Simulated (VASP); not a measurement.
# BaTiO3 (R3m) in VASP: further runs, part 2 of 2

VASP 6.6.1.

## Step 3: Electric field gradients, PBE

This run uses another cell than the first one, of 12.84 Å³/atom, 0.962 times its volume.

INCAR

```
PREC     = Accurate       # precision mode
ENCUT    = 520            # plane-wave cutoff, eV
EDIFF    = 1E-8           # SCF threshold, eV
ISMEAR   = -1             # smearing method
SIGMA    = 0.05           # smearing width, eV
LREAL    = False          # projectors in reciprocal space
LASPH    = True           # aspherical terms in the spheres
NELM     = 80             # most SCF steps
ALGO     = Normal         # electronic algorithm
ISIF     = 2              # what is computed and relaxed
LWAVE    = False          # write WAVECAR
LCHARG   = False          # write CHGCAR
GGA      = PE             # functional
LEFG     = True         
NBANDS   = 28             # bands
```

KPOINTS

```
regular mesh
0
Gamma
  9 9 9
```

POSCAR

```
BaTiO3
1.0
    2.8276681575      1.6325549719      2.3177316080
   -2.8276681575      1.6325549719      2.3177316080
    0.0000000000     -3.2651099438      2.3177316080
Ba Ti O
1 1 3
Direct
    0.0000000000      0.0000000000      0.0000000000
    0.5140000000      0.5140000000      0.5140000000
    0.4916000000      0.4916000000      0.9815000000
    0.4916000000      0.9815000000      0.4916000000
    0.9815000000      0.4916000000      0.4916000000
```

Potentials or basis: VASP PAW PBE potentials, release 64 (Ba_sv, Ti_sv, O).

Run with:

```console
$ cat potpaw_PBE.64/Ba_sv/POTCAR potpaw_PBE.64/Ti_sv/POTCAR potpaw_PBE.64/O/POTCAR > POTCAR
$ mpirun -np 1 vasp_std > vasp.out
```

OUTCAR:

```text
PREC = Accurate
   ENCUT = 520
   EDIFF = 1E-8
   ISMEAR = -1
   LREAL = False
   LASPH = True
   NELM = 80
   ISIF = 2
   GGA = PE

 ion  position               nearest neighbor table
   1  0.000  0.000  0.000-   3 2.79   4 2.79   5 2.79   5 2.83   4 2.83   4 2.83   5 2.83   3 2.83
                             3 2.83   3 2.88   4 2.88   5 2.88   2 3.38   2 3.43   2 3.43   2 3.43
   2  0.514  0.514  0.514-   3 1.88   4 1.88   5 1.88   3 2.14   4 2.14   5 2.14   1 3.38   1 3.43
                             1 3.43   1 3.43   1 3.50   1 3.50   1 3.50   1 3.57
   3  0.492  0.492  0.981-   2 1.88   2 2.14   1 2.79   1 2.83   1 2.83   1 2.88
   4  0.492  0.981  0.492-   2 1.88   2 2.14   1 2.79   1 2.83   1 2.83   1 2.88
   5  0.981  0.492  0.492-   2 1.88   2 2.14   1 2.79   1 2.83   1 2.83   1 2.88

  LATTYP: Found a trigonal (rhomboedric) cell.
 ALAT       =     4.0041007420
 COS(alpha) =     0.0025827226

  Lattice vectors:

 A1 = (   2.8276681575,   1.6325549719,   2.3177316080)
 A2 = (  -2.8276681575,   1.6325549719,   2.3177316080)
 A3 = (   0.0000000000,  -3.2651099438,   2.3177316080)

Analysis of symmetry for initial positions (statically):
=====================================================================
 Subroutine PRICEL returns:
 Original cell was already a primitive cell.

 Routine SETGRP: Setting up the symmetry group for a
 trigonal (rhombohedral) supercell.

 Subroutine GETGRP returns: Found  6 space group operations
 (whereof  6 operations were pure point group operations)
 out of a pool of 12 trial point group operations.

The static configuration has the point symmetry C_3v.

Analysis of symmetry for dynamics (positions and initial velocities):
=====================================================================
 Subroutine PRICEL returns:
 Original cell was already a primitive cell.

 Routine SETGRP: Setting up the symmetry group for a
 trigonal (rhombohedral) supercell.

 Subroutine GETGRP returns: Found  6 space group operations
 (whereof  6 operations were pure point group operations)
 out of a pool of 12 trial point group operations.

The dynamic configuration has the point symmetry C_3v.

 Subroutine INISYM returns: Found  6 space group operations
 (whereof  6 operations are pure point group operations),
 and found     1 'primitive' translations

----------------------------------------------------------------------------------------

                                     Primitive cell

  volume of cell :      64.1964

  direct lattice vectors                    reciprocal lattice vectors
     2.827668157  1.632554972  2.317731608     0.176824143  0.102089467  0.143818780
    -2.827668157  1.632554972  2.317731608    -0.176824143  0.102089467  0.143818780
     0.000000000 -3.265109944  2.317731608     0.000000000 -0.204178934  0.143818780

  length of vectors
     4.004100742  4.004100742  4.004100742     0.249745628  0.249745628  0.249745628

  position of ions in fractional coordinates (direct lattice)
     0.000000000  0.000000000  0.000000000
     0.514000000  0.514000000  0.514000000
     0.491600000  0.491600000  0.981500000
     0.491600000  0.981500000  0.491600000
[... 97 lines left out ...]
   EFERMI_NEDOS =   21; number of points for ismear=-14 and -15
   IALGO  =     38    algorithm
   IMIX   =      4    mixing-type and parameters
     AMIX     =   0.40;   BMIX     =  1.00
     AMIX_MAG =   1.60;   BMIX_MAG =  1.00
  volume/ion in A,a.u.               =      12.84        86.64
  Fermi-wavevector in a.u.,A,eV,Ry     =   1.398271  2.642349 26.601582  1.955161
  Thomas-Fermi vector in A             =   2.521445
   LORBIT       =      0    0 simple, 1 ext, 2 COOP (PROOUT), +10 PAW based schemes
   GGA     = PE    functional components
   LHFCALC =     F    Hartree Fock is set to
   AEXX    =    0.0000 exact exchange contribution
   IVDW    =     0    specifies the selected vdW correction
   LEPSILON=     F    determine dielectric tensor
   LRPA    =     F    only Hartree local field effects (RPA)
 non-spin polarized calculation
  energy-cutoff  :      520.00
  volume of cell :       64.20
 maximum number of plane-waves:      1755
 NGX is ok and might be reduce to    30
   NGX = 15   NGY = 15   NGZ = 15

 number of electron      40.0000004 magnetization

 Free energy of the ion-electron system (eV)
  ---------------------------------------------------
  ext. energy  EPLUGINS =         0.00000000
  ---------------------------------------------------
  free energy    TOTEN  =       -39.98963291 eV

  energy without entropy =      -39.98963291  energy(sigma->0) =      -39.98963291

 E-fermi :   4.9784     XC(G=0): -11.2356

 val. band max:        3.7374225515   @ k =   0.4444   0.4444   0.4444
 cond. band min:       6.1247111185   @ k =   0.0000   0.0000   0.0000
 fundamental gap:      2.3872885670
 Fermi energy:         4.9784410844

 k-point     1 :       0.0000    0.0000    0.0000
  band No.  band energies     occupation
      1     -52.5288      2.00000
      2     -28.7839      2.00000
      3     -28.7839      2.00000
      4     -28.7833      2.00000
      5     -21.0380      2.00000
      6     -13.0583      2.00000
[... 733 lines left out ...]
     27      11.9297      0.00000
     28      13.5418      0.00000

 [... further k-points ...]
[... 5 lines left out ...]
  --------------------------------------------------------------------------------------
  -------------------------------------------------------------------------------------
  Total        2.7758794      2.7758794      2.6411388      0.0000000      0.0000000      0.0000000
  in kB       69.2788270     69.2788270     65.9160484      0.0000000      0.0000000      0.0000000
  external PRESSURE =      68.1579008 kB  Pullay stress =       0.0000000 kB

 VOLUME and BASIS-vectors are now :
 -----------------------------------------------------------------------------
  energy-cutoff  :      520.00
  volume of cell :       64.20
      direct lattice vectors                 reciprocal lattice vectors
     2.827668157  1.632554972  2.317731608     0.176824143  0.102089467  0.143818780
    -2.827668157  1.632554972  2.317731608    -0.176824143  0.102089467  0.143818780
     0.000000000 -3.265109944  2.317731608     0.000000000 -0.204178934  0.143818780

 POSITION                                       TOTAL-FORCE (eV/Angst)
 -----------------------------------------------------------------------------------
      0.00000      0.00000      0.00000         0.000000     -0.000000      0.075561
      0.00000      0.00000      3.57394         0.000000     -0.000000     -0.136414
      0.00000     -1.59958      4.55365         0.000000     -0.211428      0.020284
     -1.38527      0.79979      4.55365        -0.183102      0.105714      0.020284
      1.38527      0.79979      4.55365         0.183102      0.105714      0.020284
 -----------------------------------------------------------------------------------
    total drift:                               -0.000000      0.000004     -0.001277

  FREE ENERGIE OF THE ION-ELECTRON SYSTEM (eV)
  ---------------------------------------------------
  free  energy   TOTEN  =       -39.9896329071 eV

  energy  without entropy=      -39.9896329071  energy(sigma->0) =      -39.98963291

 Electric field gradients (V/A^2)
---------------------------------------------------------------------
 ion       V_xx      V_yy      V_zz      V_xy      V_xz      V_yz
---------------------------------------------------------------------
   1      -1.770    -1.770     3.540     0.000    -0.000     0.000
   2      -5.135    -5.135    10.271    -0.000    -0.000    -0.000
   3     -10.648     9.008     1.640    -0.000     0.000   -14.592
   4       4.094    -5.734     1.640    -8.512   -12.637     7.296
   5       4.094    -5.734     1.640     8.512    12.637     7.296
---------------------------------------------------------------------

 Electric field gradients after diagonalization (V/A^2)
 (convention: |V_zz| > |V_xx| > |V_yy|)
----------------------------------------------------------------------
 ion       V_xx      V_yy      V_zz     asymmetry (V_yy - V_xx)/ V_zz
----------------------------------------------------------------------
   1      -1.770    -1.770     3.540       0.000
   2      -5.135    -5.135    10.271       0.000
   3     -10.648    -9.726    20.374       0.045
   4     -10.648    -9.726    20.374       0.045
   5     -10.648    -9.726    20.374       0.045
----------------------------------------------------------------------

           NMR quadrupolar parameters

 Cq : quadrupolar parameter    Cq=e*Q*V_zz/h
 eta: asymmetry parameters     (V_yy - V_xx)/ V_zz
 Q  : nuclear electric quadrupole moment in mb (millibarn)
----------------------------------------------------------------------
 ion       Cq(MHz)       eta       Q (mb)
----------------------------------------------------------------------
   1       0.009       0.000       1.000
   2       0.025       0.000       1.000
   3       0.049       0.045       1.000
   4       0.049       0.045       1.000
   5       0.049       0.045       1.000
----------------------------------------------------------------------
```

Wall time 1.9 min (1 thread of Intel Xeon Platinum 8488C (Sapphire Rapids), shared host); peak memory 0.28 GiB.

Results:

| Property | Result |
| --- | --- |
| Free energy | -39.9896 eV |
| Pressure | 6.8 GPa |
| Largest force | 0.212 eV/Å |
| Band gap on the k mesh | 2.39 eV, indirect (least direct gap 2.74 eV) |

Forces on the atoms (eV/Å):
```
Ba   0.000  0.000  0.076
Ti   0.000  0.000 -0.136
O    0.000 -0.211  0.020
O   -0.183  0.106  0.020
O    0.183  0.106  0.020
```

Stress tensor (GPa, compression positive):
```
6.93 0.00 0.00
0.00 6.93 0.00
0.00 0.00 6.59
```

Levels at points of the mesh, in eV from the valence-band top:
| k point | band 17 | band 18 | band 19 | band 20 | band 21 | band 22 | band 23 | band 24 |
| --- | --- | --- | --- | --- | --- | --- | --- | --- |
| (0.00, 0.00, 0.00) | -1.03 | -0.48 | -0.35 | -0.35 | 2.39 | 2.39 | 2.51 | 4.50 |

Electric field gradients, principal values (V/Å²):
```
atom   least   middle  greatest (by size)
1 Ba  -1.770   -1.770               3.540
2 Ti  -5.135   -5.135              10.271
 3 O  -9.726  -10.648              20.374
 4 O  -9.726  -10.648              20.374
 5 O  -9.726  -10.648              20.374
```

Caveat: without QUAD_EFG the Cq values of the log hold for a quadrupole moment of 1 mb, not for the nuclei; spin-orbit coupling is left out, which moves the levels of the heavy elements.

## Step 4: Density of states, PBE

This run uses another cell than the first one, of 12.84 Å³/atom, 0.962 times its volume.

POSCAR is that of step 3.

INCAR.step1

```
  ALGO = Normal
  EDIFF = 1E-6
  ENCUT = 520
  GGA = PE
  ISIF = 2
  ISMEAR = -1
  LASPH = T
  LCHARG = T
  LMAXMIX = 4
  LREAL = F
  LWAVE = F
  NBANDS = 28
  NELM = 100
  PREC = Accurate
  SIGMA = 0.05
```

KPOINTS.step1

```
k-points
0
Gamma
  9 9 9
```

INCAR.step2

```
  ALGO = Normal
  EDIFF = 1E-6
  ENCUT = 520
  GGA = PE
  ICHARG = 11
  ISIF = 2
  ISMEAR = -5
  LASPH = T
  LCHARG = F
  LMAXMIX = 4
  LORBIT = 11
  LREAL = F
  LWAVE = F
  NEDOS = 2001
  NELM = 100
  PREC = Accurate
  SIGMA = 0.05
```

KPOINTS.step2

```
k-points
0
Gamma
  14 14 14
```

Run with:

```console
$ cat potpaw_PBE.64/Ba_sv/POTCAR potpaw_PBE.64/Ti_sv/POTCAR potpaw_PBE.64/O/POTCAR > POTCAR
$ cp INCAR.step1 INCAR
$ cp KPOINTS.step1 KPOINTS
$ mpirun -np 1 vasp_std > vasp.out
$ cp INCAR.step2 INCAR
$ cp KPOINTS.step2 KPOINTS
$ mpirun -np 1 vasp_std > vasp.out
```

Wall time 3.4 min (1 thread of Intel Xeon Platinum 8488C (Sapphire Rapids), shared host); peak memory 0.52 GiB.

Results (log left out):

```yaml
Valence_electrons_inside_the_program's_atomic_spheres: Ba 7.99; Ti 10.29; O 5.04
```

Levels at points of the mesh, in eV from the valence-band top:
```csv
k point,band 17,band 18,band 19,band 20,band 21,band 22,band 23,band 24
"(0.00, 0.00, 0.00)",-1.07,-0.52,-0.39,-0.39,2.35,2.35,2.48,4.46
"(0.50, 0.00, 0.00)",-1.68,-1.63,-0.94,-0.83,2.52,3.78,3.86,4.43
"(0.50, 0.50, 0.00)",-1.63,-0.89,-0.85,-0.09,3.85,3.85,4.19,5.05
"(0.50, 0.50, 0.50)",-2.36,-0.02,-0.02,0.00,4.34,4.47,4.47,6.62
```

Caveat: spin-orbit coupling is left out, which moves the levels of the heavy elements.

## Step 5: Overview

```tsv
task	cell	k mesh for the DOS	occupations for the DOS	gap on the mesh (eV)	pressure (GPa)	largest force (eV/Å)
electric field gradients	a = 4.057 Å, angles 89.9°, 5 atoms	-	-	2.29	0.1	0.26
electric field gradients	a = 4.004 Å, angles 89.9°, 5 atoms	-	-	2.39	6.8	0.21
density of states	a = 4.004 Å, angles 89.9°, 5 atoms	14 × 14 × 14	tetrahedron	-	-	-
```

Alike in all rows: level PBE; potentials or basis VASP PAW PBE potentials, release 64 (Ba_sv, Ti_sv, O); no spin polarisation; k mesh 9 × 9 × 9; cutoff (eV) 520; smearing fermi-dirac 0.05 eV.

Caveats: spin-orbit coupling is left out, which moves the levels of the heavy elements.

Total energies depend on the potentials used, so only differences within one code and one set of settings carry meaning.
